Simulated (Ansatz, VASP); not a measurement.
## Two plane-wave programs on Ge

INCAR

```
ALGO     = Normal         # electronic algorithm
DIPOL    = 0.5 0.5 0.500
EDIFF    = 1E-7           # SCF threshold, eV
ENCUT    = 520            # plane-wave cutoff, eV
GGA      = PE             # functional
IDIPOL   = 3            
ISIF     = 2              # what is computed and relaxed
ISMEAR   = 0              # smearing method
IVDW     = 12             # dispersion correction
LASPH    = T              # aspherical terms in the spheres
LCHARG   = T              # write CHGCAR
LDIPOL   = T            
LELF     = T              # ELF
LREAL    = F              # projectors in reciprocal space
LVACPOTAV= T            
LVHAR    = T            
LWAVE    = F              # write WAVECAR
NBANDS   = 21             # bands
NELM     = 60             # most SCF steps
PREC     = Accurate       # precision mode
SIGMA    = 0.1            # smearing width, eV
```

KPOINTS

```
k-points
0
Gamma
  12 12 1
```

The input POSCAR:

```
Ge
1.0
    3.8360000000      0.0000000000      0.0000000000
   -1.9180000000      3.3220734489      0.0000000000
    0.0000000000      0.0000000000     28.0000000000
Ge
2
Direct
    0.3333333333      0.6666666667      0.5026250000
    0.6666666667      0.3333333333      0.4973750000
```

Input for Ansatz:

```yaml
crystal:
  lattice:
    - [3.836, 0.0, 0.0]
    - [-1.918, 3.3220734489, 0.0]
    - [0.0, 0.0, 28.0]
  atoms:
    - { symbol: Ge, position: [0.3333333333, 0.6666666667, 0.502625] }
    - { symbol: Ge, position: [0.6666666667, 0.3333333333, 0.497375] }
  periodic: [true, true, false]
basis:
  ecutwfc: 420
kpoints:
  mp_grid: { grid: [12, 12, 1] }
hamiltonian:
  xc: pbe
  pseudopotentials: { kind: paw, azcp: { folder: soft_1 } }
  dispersion: d3bj
scf:
  occupations: { method: gaussian, width: 0.1 }
output:
  forces: true
  stress: true
  eigenvalues: true
```

Alike in both runs: task single point; functional PBE; dispersion D3(BJ); k mesh 12 × 12 × 1; occupations gaussian, width 0.1 eV; no spin polarisation.

```csv
,VASP,Ansatz
version,VASP 6.6.1,Ansatz 0.2.0
potentials or method,"VASP PAW PBE potentials, release 64 (Ge_d), cutoff 520 eV","scalar-relativistic, plane waves, PAW"
valence electrons in the cell,28,28
```

VASP gave:

```
gap on the k mesh at the Fermi level (eV)  : none
rms of the force components (eV/Å)         : 0.277
work function, face that differs most (eV) : 4.29
```

Task: Which values does Ansatz return?

Result: gap on the k mesh at the Fermi level (eV): none; rms of the force components (eV/Å): 0.282; work function, face that differs most (eV): 4.29.

Atom by atom the forces differ by 0.005 eV/Å (rms over components). A gap of «none» marks a metal or a gap that the smearing closes.
